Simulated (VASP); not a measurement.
GeSb4Te4, 18 atoms in the cell. The cell holds a disordered packing, 18 atoms: a = 8.025 Å, b = 8.874 Å, c = 8.391 Å, α = 91.69°, β = 93.61°, γ = 89.48°. 

- Program: VASP 6.6.1
- Task: single point
- Functional: PBE
- Potentials or basis: VASP PAW PBE potentials, release 64 (Ge_d, Sb, Te)
- Cutoff: 410 eV
- k mesh: 1 × 1 × 1, shifted
- Occupations: fermi-dirac, width 0.0758 eV
- Spin: no spin polarisation
- Dipole correction: no
- Further INCAR settings: LREAL = Auto; ALGO = Normal; EDIFF = 1e-06; NBANDS = 73; ISYM = -1

Potentials or basis: VASP PAW PBE potentials, release 64 (Ge_d, Sb, Te).

The run is started by

```sh
$ cat potpaw_PBE.64/Ge_d/POTCAR potpaw_PBE.64/Sb/POTCAR potpaw_PBE.64/Te/POTCAR > POTCAR
$ mpirun -np 1 vasp_std > vasp.out
```

Hardware: 1 thread of Intel(R) Xeon(R) 6975P-C (Granite Rapids), with other jobs on the host.

Q: Estimate the wall time of this run.

A: It took 42 s on 1 thread of Intel(R) Xeon(R) 6975P-C (Granite Rapids), on a shared host, peak memory 0.41 GiB. Counts: scf iterations 15, k points 1.
